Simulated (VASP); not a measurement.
# Sb (R-3m) in VASP: a series of runs

Runs on Sb. Level: PBE. Tasks: electric field gradients.

Everything below comes from runs of VASP 6.6.1. Logs are shortened: lines on timing, memory, paths and dates and some standing lists are left out, and cuts for length are marked.

### 1 The cell of the first run

Symmetry: R-3m, No. 166, trigonal system. The conventional cell has a = 4.215 Å, b = 4.215 Å, c = 11.232 Å, α = 90.00°, β = 90.00°, γ = 120.00°. Sb (site symmetry 3m) has 6 Sb at 2.86 to 3.31 Å within 3.8 Å.

### 2 Electric field gradients, PBE (x and y stretched by -2 %, z held)

Contents of INCAR:

```
SYSTEM = Sb
PREC     = Accurate       ! precision mode
ENCUT    = 520            ! plane-wave cutoff, eV
EDIFF    = 1E-8           ! SCF threshold, eV
ISMEAR   = -1             ! smearing method
SIGMA    = 0.05           ! smearing width, eV
LREAL    = .FALSE.        ! projectors in reciprocal space
LASPH    = .TRUE.         ! aspherical terms in the spheres
NELM     = 80             ! most SCF steps
ALGO     = Normal         ! electronic algorithm
ISIF     = 2              ! what is computed and relaxed
LWAVE    = .FALSE.        ! write WAVECAR
LCHARG   = .FALSE.        ! write CHGCAR
GGA      = PE             ! functional
LEFG     = .TRUE.       
NBANDS   = 12             ! bands
```

Contents of KPOINTS:

```
Automatic mesh
0
G
  9 9 9
  0 0 0
```

Contents of POSCAR:

```
Sb
1.0
    2.1075883254      1.2168166870      3.7440000000
   -2.1075883254      1.2168166870      3.7440000000
    0.0000000000     -2.4336333739      3.7440000000
Sb
2
Direct
    0.2336400000      0.2336400000      0.2336400000
    0.7663600000      0.7663600000      0.7663600000
```

Potentials or basis: VASP PAW PBE potentials, release 64 (Sb).

The run is started by

```console
> cat potpaw_PBE.64/Sb/POTCAR > POTCAR
> mpirun -np 1 vasp_std > vasp.out
```

OUTCAR:

```text
SYSTEM = Sb
   PREC = Accurate
   ENCUT = 520
   EDIFF = 1E-8
   ISMEAR = -1
   LREAL = .FALSE.
   LASPH = .TRUE.
   NELM = 80
   ISIF = 2
   GGA = PE

 ion  position               nearest neighbor table
   1  0.234  0.234  0.234-   2 2.86   2 2.86   2 2.86   2 3.31   2 3.31   2 3.31
   2  0.766  0.766  0.766-   1 2.86   1 2.86   1 2.86   1 3.31   1 3.31   1 3.31

  LATTYP: Found a trigonal (rhomboedric) cell.
 ALAT       =     4.4654347380
 COS(alpha) =     0.5544729564

  Lattice vectors:

 A1 = (   2.1075883254,   1.2168166870,   3.7440000000)
 A2 = (  -2.1075883254,   1.2168166870,   3.7440000000)
 A3 = (   0.0000000000,  -2.4336333739,   3.7440000000)

Analysis of symmetry for initial positions (statically):
=====================================================================
 Subroutine PRICEL returns:
 Original cell was already a primitive cell.

 Routine SETGRP: Setting up the symmetry group for a
 trigonal (rhombohedral) supercell.

 Subroutine GETGRP returns: Found 12 space group operations
 (whereof 12 operations were pure point group operations)
 out of a pool of 12 trial point group operations.

The static configuration has the point symmetry D_3d.

Analysis of symmetry for dynamics (positions and initial velocities):
=====================================================================
 Subroutine PRICEL returns:
 Original cell was already a primitive cell.

 Routine SETGRP: Setting up the symmetry group for a
 trigonal (rhombohedral) supercell.

 Subroutine GETGRP returns: Found 12 space group operations
 (whereof 12 operations were pure point group operations)
 out of a pool of 12 trial point group operations.

The dynamic configuration has the point symmetry D_3d.

 Subroutine INISYM returns: Found 12 space group operations
 (whereof 12 operations are pure point group operations),
 and found     1 'primitive' translations

----------------------------------------------------------------------------------------

                                     Primitive cell

  volume of cell :      57.6100

  direct lattice vectors                    reciprocal lattice vectors
     2.107588325  1.216816687  3.744000000     0.237237981  0.136969412  0.089031339
    -2.107588325  1.216816687  3.744000000    -0.237237981  0.136969412  0.089031339
     0.000000000 -2.433633374  3.744000000     0.000000000 -0.273938825  0.089031339

  length of vectors
     4.465434738  4.465434738  4.465434738     0.288043502  0.288043502  0.288043502

  position of ions in fractional coordinates (direct lattice)
     0.233640000  0.233640000  0.233640000
     0.766360000  0.766360000  0.766360000

  ion indices of the primitive-cell ions
   primitive index   ion index
                 1           1
                 2           2

----------------------------------------------------------------------------------------

 KPOINTS: Automatic mesh

Automatic generation of k-mesh.
 Grid dimensions read from file:
 generate k-points for:    9    9    9

 Generating k-lattice:

  Cartesian coordinates                     Fractional coordinates (reciprocal lattice)
     0.026359776  0.015218824  0.009892371     0.111111111 -0.000000000  0.000000000
    -0.026359776  0.015218824  0.009892371    -0.000000000  0.111111111  0.000000000
     0.000000000 -0.030437647  0.009892371     0.000000000  0.000000000  0.111111111

  Length of vectors
     0.032004834  0.032004834  0.032004834

  Shift w.r.t. Gamma in fractional coordinates (k-lattice)
     0.000000000  0.000000000  0.000000000

 Subroutine IBZKPT returns following result:
 ===========================================

 Found     85 irreducible k-points:

 Following reciprocal coordinates:
            Coordinates               Weight
  0.000000  0.000000  0.000000      1.000000
  0.111111  0.000000  0.000000      6.000000
  0.222222  0.000000  0.000000      6.000000
  0.333333  0.000000  0.000000      6.000000
  0.444444  0.000000  0.000000      6.000000
  0.111111  0.111111  0.000000      6.000000
[... 16 lines left out ...]
 -0.333333  0.333333  0.000000      6.000000
  0.444444  0.444444  0.000000      6.000000
 [... further k-points ...]
   k-points           NKPTS =     85   k-points in BZ     NKDIM =     85   number of bands    NBANDS=     12
   number of dos      NEDOS =    301   number of ions     NIONS =      2
   total plane-waves  NPLWV =  46656
   dimension x,y,z NGX =    36 NGY =   36 NGZ =   36
   dimension x,y,z NGXF=    72 NGYF=   72 NGZF=   72
   ions per type =               2
   NGX,Y,Z   is equivalent  to a cutoff of  13.40, 13.40, 13.40 a.u.
   NGXF,Y,Z  is equivalent  to a cutoff of  26.81, 26.81, 26.81 a.u.
 SYSTEM =  Sb
   PREC   = accura    normal or accurate (medium, high low for compatibility)
   ISTART =      0    job   : 0-new  1-cont  2-samecut
   ICHARG =      2    charge: 1-file 2-atom 10-const
   ISPIN  =      1    spin polarized calculation?
   LNONCOLLINEAR =      F non collinear calculations
   LSORBIT =      F    spin-orbit coupling
   LASPH  =      T    aspherical Exc in radial PAW
   ENCUT  =  520.0 eV  38.22 Ry    6.18 a.u.   8.30  8.30  8.30*2*pi/ulx,y,z
   NELM   =     80;   NELMIN=  2; NELMDL= -5     # of ELM steps
   EDIFF  = 0.1E-07   stopping-criterion for ELM
   LREAL  =      F    real-space projection
   EDIFFG = 0.1E-06   stopping-criterion for IOM
   NSW    =      0    number of steps for IOM
   IBRION =     -1    ionic relax: 0-MD 1-quasi-New 2-CG
   NFREE  =      0    steps in history (QN), initial steepest desc. (CG)
   ISIF   =      2    stress and relaxation
   ISYM   =      2    0-nonsym 1-usesym 2-fastsym
   POTIM  = 0.5000    time-step for ionic-motion
   TEBEG  =    0.0;   TEEND  =   0.0 temperature during run
   PSTRESS=    0.0 pullay stress
   NELECT =      10.0000    total number of electrons
   NUPDOWN=      -1.0000    fix difference up-down
   EMIN   =  10.00;   EMAX   =-10.00  energy-range for DOS
   EFERMI =   0.00;   METHOD = LEGACY
   ISMEAR =    -1;   SIGMA  =   0.05  broadening in eV -4-tet -1-fermi 0-gaus
   EFERMI_NEDOS =   21; number of points for ismear=-14 and -15
   IALGO  =     38    algorithm
   IMIX   =      4    mixing-type and parameters
     AMIX     =   0.40;   BMIX     =  1.00
     AMIX_MAG =   1.60;   BMIX_MAG =  1.00
  volume/ion in A,a.u.               =      28.81       194.39
  Fermi-wavevector in a.u.,A,eV,Ry     =   0.913220  1.725736 11.346865  0.833971
  Thomas-Fermi vector in A             =   2.037707
   LORBIT       =      0    0 simple, 1 ext, 2 COOP (PROOUT), +10 PAW based schemes
   GGA     = PE    functional components
   LHFCALC =     F    Hartree Fock is set to
   AEXX    =    0.0000 exact exchange contribution
   IVDW    =     0    specifies the selected vdW correction
   LEPSILON=     F    determine dielectric tensor
   LRPA    =     F    only Hartree local field effects (RPA)
 non-spin polarized calculation
  energy-cutoff  :      520.00
  volume of cell :       57.61
 maximum number of plane-waves:      1567
 NGX is ok and might be reduce to    36
   NGX = 17   NGY = 17   NGZ = 17

 number of electron      10.0000000 magnetization

 Free energy of the ion-electron system (eV)
  ---------------------------------------------------
  ext. energy  EPLUGINS =         0.00000000
  ---------------------------------------------------
  free energy    TOTEN  =        -8.17466074 eV

  energy without entropy =       -8.17212189  energy(sigma->0) =       -8.17339132

 E-fermi :   7.9524     XC(G=0):  -9.7346

 val. band max:        7.9118032669   @ k =   0.4444   0.0000   0.0000
 cond. band min:       8.0234492316   @ k =   0.3333   0.2222   0.2222
 fundamental gap:      0.1116459647
 Fermi energy:         7.9523707689

 k-point     1 :       0.0000    0.0000    0.0000
  band No.  band energies     occupation
      1      -5.2155      2.00000
      2       3.3362      2.00000
      3       5.5699      2.00000
      4       6.0830      2.00000
      5       6.0830      2.00000
      6       9.9818      0.00000
      7      10.6663      0.00000
      8      10.6663      0.00000
      9      13.0211      0.00000
     10      13.0211      0.00000
     11      13.1271      0.00000
     12      14.3866      0.00000
[... 331 lines left out ...]
 k-point    24 :       0.4444    0.4444    0.0000
  band No.  band energies     occupation
      1      -2.8420      2.00000
      2      -0.0656      2.00000
      3       2.3800      2.00000
      4       3.9338      2.00000
      5       4.1377      2.00000
      6       9.3179      0.00000
      7      12.9574      0.00000
      8      13.5566      0.00000
      9      14.6869      0.00000
     10      16.5384      0.00000
     11      17.7820      0.00000
     12      18.6812      0.00000

 [... further k-points ...]

------------------------ aborting loop because EDIFF is reached ----------------------------------------

  FORCE on cell =-STRESS in cart. coord.  units (eV):
  Direction    XX          YY          ZZ          XY          YZ          ZX
  --------------------------------------------------------------------------------------
  -------------------------------------------------------------------------------------
  Total        2.4330866      2.4330866      1.8142970      0.0000000      0.0000000      0.0000000
  in kB       67.6659405     67.6659405     50.4569425      0.0000000      0.0000000      0.0000000
  external PRESSURE =      61.9296078 kB  Pullay stress =       0.0000000 kB

 VOLUME and BASIS-vectors are now :
 -----------------------------------------------------------------------------
  energy-cutoff  :      520.00
  volume of cell :       57.61
      direct lattice vectors                 reciprocal lattice vectors
     2.107588325  1.216816687  3.744000000     0.237237981  0.136969412  0.089031339
    -2.107588325  1.216816687  3.744000000    -0.237237981  0.136969412  0.089031339
     0.000000000 -2.433633374  3.744000000     0.000000000 -0.273938825  0.089031339

 POSITION                                       TOTAL-FORCE (eV/Angst)
 -----------------------------------------------------------------------------------
      0.00000      0.00000      2.62424         0.000000      0.000000      0.484558
      0.00000      0.00000      8.60776         0.000000     -0.000000     -0.484558
 -----------------------------------------------------------------------------------
    total drift:                                0.000000     -0.000000      0.000000

  FREE ENERGIE OF THE ION-ELECTRON SYSTEM (eV)
  ---------------------------------------------------
  free  energy   TOTEN  =        -8.1746607439 eV

  energy  without entropy=       -8.1721218886  energy(sigma->0) =       -8.17339132

 Electric field gradients (V/A^2)
---------------------------------------------------------------------
 ion       V_xx      V_yy      V_zz      V_xy      V_xz      V_yz
---------------------------------------------------------------------
   1      19.195    19.195   -38.390    -0.000     0.000    -0.000
   2      19.195    19.195   -38.390    -0.000     0.000    -0.000
---------------------------------------------------------------------

 Electric field gradients after diagonalization (V/A^2)
 (convention: |V_zz| > |V_xx| > |V_yy|)
----------------------------------------------------------------------
 ion       V_xx      V_yy      V_zz     asymmetry (V_yy - V_xx)/ V_zz
----------------------------------------------------------------------
   1      19.195    19.195   -38.390       0.000
   2      19.195    19.195   -38.390       0.000
----------------------------------------------------------------------

           NMR quadrupolar parameters

 Cq : quadrupolar parameter    Cq=e*Q*V_zz/h
 eta: asymmetry parameters     (V_yy - V_xx)/ V_zz
 Q  : nuclear electric quadrupole moment in mb (millibarn)
----------------------------------------------------------------------
 ion       Cq(MHz)       eta       Q (mb)
----------------------------------------------------------------------
   1      -0.093       0.000       1.000
   2      -0.093       0.000       1.000
----------------------------------------------------------------------
```

It took 42 s on 1 thread of Intel Xeon Platinum 8488C (Sapphire Rapids), shared host; peak memory 0.22 GiB.

Results:

```
Free energy                             : -8.1747 eV
Pressure                                : 6.2 GPa
Largest force                           : 0.485 eV/Å
Band gap on the k mesh                  : zero (bands 5 and 6 overlap by 0.11 eV)
Largest electric field gradient by atom : Sb -38.4 V/Å²
```

Forces on the atoms (eV/Å):
```
Sb   0.000  0.000  0.485
Sb   0.000  0.000 -0.485
```

Stress tensor (GPa, compression positive):
```
6.77 0.00 0.00
0.00 6.77 0.00
0.00 0.00 5.05
```

Levels at points of the mesh, in eV from the Fermi level:
```tsv
k point	band 2	band 3	band 4	band 5	band 6	band 7	band 8	band 9
(0.00, 0.00, 0.00)	-4.62	-2.38	-1.87	-1.87	2.03	2.71	2.71	5.07
```

Electric field gradients, principal values (V/Å²):
| atom | least | middle | greatest (by size) |
| --- | --- | --- | --- |
| 1 Sb | 19.195 | 19.195 | -38.390 |
| 2 Sb | 19.195 | 19.195 | -38.390 |

Caveat: the cell differs from its parent crystal (x and y stretched by -2 %, z held); the cell stands under pressure; without QUAD_EFG the Cq values of the log hold for a quadrupole moment of 1 mb, not for the nuclei; spin-orbit coupling is left out, which moves the levels of the heavy elements.

(Part 1 of 2 ends here.)
